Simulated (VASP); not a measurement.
The system is Zr2BeMo3.

```
Zr Be Mo
1.0
     3.96374    0.00000    0.00000
    -1.98187    3.43270    0.00000
     0.00000    0.00000    7.34889
Zr Be Mo
2 1 3
Cartesian
  0.0000 0.0000 5.8505
  0.0000 0.0000 1.4984
  0.0000 0.0000 3.6744
  0.0000 2.2885 5.8859
  0.0000 2.2885 1.4630
  0.0000 2.2885 3.6744
```

The cell was generated, and may not be a known phase.

| Quantity | Value |
| --- | --- |
| Program | VASP 6.6.1 |
| Task | relaxation of cell and atoms |
| Functional | PBE |
| Potentials or basis | VASP PAW PBE potentials, release 64 (Zr_sv, Be, Mo_sv) |
| Cutoff | 600 eV |
| k mesh | 5 × 5 × 2 |
| Occupations | gaussian, width 0.2 eV |
| Spin | no spin polarisation |

At the start: pressure 48.3 GPa; volume 16.67 Å³/atom.

Question: How do energy, volume and symmetry change on relaxing?

Answer: Over 11 steps the energy falls by 795.1 meV/atom and the volume is 22.40 Å³/atom (+34.4 %); space group P-6m2 (No. 187, to 0.1 Å) before and after.

The path:
```csv
step,energy change (eV),largest force (eV/Å),pressure (GPa),volume (Å³)
1,0.0000,4.0601,48.30,99.99
2,-0.5760,0.5142,-15.87,191.74
3,-4.4334,0.3828,-2.18,137.17
4,-4.4490,0.4590,-0.99,135.23
5,-4.4509,0.5005,-0.36,134.23
6,-4.7207,0.5065,-0.33,135.22
7,-4.7213,0.5130,-0.30,135.25
8,-4.7496,0.3744,-0.12,134.61
9,-4.7675,0.1971,0.36,133.43
10,-4.7678,0.1490,0.28,133.59
11,-4.7706,0.0634,-0.32,134.37
```

Final structure:
```
CELL_PARAMETERS angstrom
4.49738 0.00000 0.00000
-2.24869 3.89485 0.00000
0.00000 0.00000 7.67109
ATOMIC_POSITIONS crystal
Zr 0.00000 0.00000 0.80561
Zr 0.00000 0.00000 0.19439
Be 0.00000 0.00000 0.50000
Mo 0.33333 0.66667 0.82788
Mo 0.33333 0.66667 0.17212
Mo 0.33333 0.66667 0.50000
```

Caveat: the k points lie up to 0.41 Å⁻¹ apart in the final cell; the volume moved by over 15 % at a fixed basis, so the end points are rough; the relaxation stopped at a loose force limit of 0.08 eV/Å, so its end isn't a converged minimum.
